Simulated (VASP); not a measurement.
Set up this calculation in VASP 6.6.1, as the native input.

```yaml
Task: single point
Functional: LDA
Potentials_or_basis: VASP PAW LDA potentials, release 64 (Al, Fe_sv)
Cutoff: 690 eV
k_mesh: 6 × 6 × 6
Occupations: fermi-dirac, width 0.1 eV
Spin: collinear spin, ferromagnetic start
Starting_moments: "[0.0, 2.4, 2.4, 2.4] μB"
Dipole_correction: no
Further_INCAR_settings: ALGO = Normal; EDIFF = 1e-06; NBANDS = 38
```

The structure of AlFe3 lies in POSCAR:

```
AlFe3
1.0
    3.4874732743      0.0000000000      0.0000000000
    0.0000000000      3.4874732743      0.0000000000
    0.0000000000      0.0000000000      3.4874732743
Al Fe
1 3
Direct
    0.0000000000      0.0000000000      0.0000000000
    0.0000000000      0.5000000000      0.5000000000
    0.5000000000      0.0000000000      0.5000000000
    0.5000000000      0.5000000000      0.0000000000
```

One way to write it, as run:

INCAR

```
PREC = Accurate ; ENCUT = 690
EDIFF = 1E-6 ; ISMEAR = -1
SIGMA = 0.1 ; LREAL = False
LASPH = True ; NELM = 200
ALGO = Normal ; ISIF = 2
LWAVE = False ; LCHARG = False
ISPIN = 2 ; MAGMOM = 0 2.4 2.4 2.4
LORBIT = 11 ; LMAXMIX = 4
NBANDS = 38 ; GGA_COMPAT = False
```

KPOINTS

```
regular mesh
0
Gamma
  6 6 6
```

Potentials or basis: VASP PAW LDA potentials, release 64 (Al, Fe_sv).

The run is started by

```console
$ cat potpaw_LDA.64/Al/POTCAR potpaw_LDA.64/Fe_sv/POTCAR > POTCAR
$ mpirun -np 1 vasp_std > vasp.out
```

Results of the run:

```json
{
  "Pressure": "5.9 GPa",
  "Band gap on the k mesh": "zero (filled and empty bands overlap)",
  "Net moment": "5.03 μB per cell",
  "Site moments": "Al -0.04; Fe +1.60 μB",
  "Valence electrons inside the program's atomic spheres": "Al 0.92; Fe 13.85"
}
```

Caveat: the cell stands under pressure.

It took 42 s on 1 thread of Intel(R) Xeon(R) Platinum 8488C (Sapphire Rapids), with other jobs on the host, peak memory 0.2 GiB.
